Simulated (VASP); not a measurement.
Wanted: the native input for a VASP 6.6.1 run.

| Property | Result |
| --- | --- |
| Task | single point |
| Functional | r2SCAN |
| Potentials or basis | VASP PAW PBE potentials, release 64 (Y_sv, Al, N) |
| Cutoff | 520 eV |
| k mesh | 6 × 6 × 6 |
| Occupations | gaussian, width 0.01 eV |
| Spin | no spin polarisation |
| Dipole correction | no |
| Further INCAR settings | LREAL = Auto; ALGO = Normal; EDIFF = 1e-06; NBANDS = 50 |

The system is YAl7N8.

```
CELL_PARAMETERS angstrom
3.18841 -0.02224 5.09049
3.18841 0.02224 -5.09049
-3.18841 5.55800 -0.02423
ATOMIC_POSITIONS crystal
Y 0.15069 0.18665 0.33734
Al 0.15115 0.18780 0.83457
Al 0.64652 0.68403 0.33055
Al 0.64677 0.68342 0.83457
Al 0.06624 0.59960 0.16371
Al 0.56411 0.09747 0.16371
Al 0.06393 0.60539 0.66931
Al 0.56909 0.09841 0.66750
N 0.38516 0.94906 0.33422
N 0.87617 0.45623 0.33240
N 0.37533 0.96079 0.83233
N 0.87154 0.45700 0.83233
N 0.29473 0.38098 0.15925
N 0.29368 0.38800 0.68168
N 0.77827 0.86452 0.15925
N 0.79462 0.87266 0.66728
```

This cell differs from its parent crystal: atoms moved along the polar distortion.

These files were run (other wordings do the same):

POSCAR

```
YAl7N8
1.0
    3.1884122751     -0.0222375903      5.0904879119
    3.1884122751      0.0222375903     -5.0904879119
   -3.1884122751      5.5579975919     -0.0242276153
Y Al N
1 7 8
Direct
    0.1506935898      0.1866467732      0.3373403570
    0.1511463596      0.1877981768      0.8345698568
    0.6465239661      0.6840299428      0.3305539029
    0.6467716860      0.6834235032      0.8345698568
    0.0662358321      0.5996005534      0.1637099238
    0.5641093645      0.0974740858      0.1637099238
    0.0639273906      0.6053863543      0.6693137509
    0.5690867209      0.0984104855      0.6674972125
    0.3851594813      0.9490625943      0.3342220696
    0.8761663420      0.4562297161      0.3323960521
    0.3753335312      0.9607859952      0.8323308545
    0.8715448653      0.4569973293      0.8323308545
    0.2947277034      0.3809768711      0.1592486735
    0.2936845033      0.3879954288      0.6816799381
    0.7782717964      0.8645209641      0.1592486735
    0.7946168676      0.8726612261      0.6672780997
```

INCAR.step1

```
SYSTEM = YAl7N8
ALGO = Normal
EDIFF = 1E-4
ENCUT = 520
GGA = PE
ISMEAR = 0
LASPH = .TRUE.
LCHARG = .FALSE.
LREAL = Auto
LWAVE = .TRUE.
NBANDS = 50
NELM = 100
PREC = Accurate
SIGMA = 0.01
```

INCAR.step2

```
SYSTEM = YAl7N8
ALGO = Normal
EDIFF = 1E-6
ENCUT = 520
ISIF = 2
ISMEAR = 0
ISTART = 1
LASPH = .TRUE.
LCHARG = .FALSE.
LMIXTAU = .TRUE.
LREAL = Auto
LWAVE = .FALSE.
METAGGA = R2SCAN
NBANDS = 50
NELM = 100
PREC = Accurate
SIGMA = 0.01
```

KPOINTS

```
k-points
0
G
  6 6 6
  0 0 0
```

Potentials or basis: VASP PAW PBE potentials, release 64 (Y_sv, Al, N).

Run with:

```bash
$ cat potpaw_PBE.64/Y_sv/POTCAR potpaw_PBE.64/Al/POTCAR potpaw_PBE.64/N/POTCAR > POTCAR
$ cp INCAR.step1 INCAR
$ mpirun -np 1 vasp_std > vasp.out
$ cp INCAR.step2 INCAR
$ mpirun -np 1 vasp_std > vasp.out
```

Results of the run:

```
Pressure               : 7.3 GPa
Largest force          : 5.580 eV/Å
Band gap on the k mesh : 3.09 eV
```

Caveat: the cell differs from its parent crystal (atoms moved along the polar distortion); the stress differs along the axes, from -11 to 17 GPa; the PAW data sets were made with another functional, which shifts forces and pressure a little.

It took 25 min on 1 thread of Intel(R) Xeon(R) 6975P-C (Granite Rapids) (shared host), peak memory 0.6 GiB.
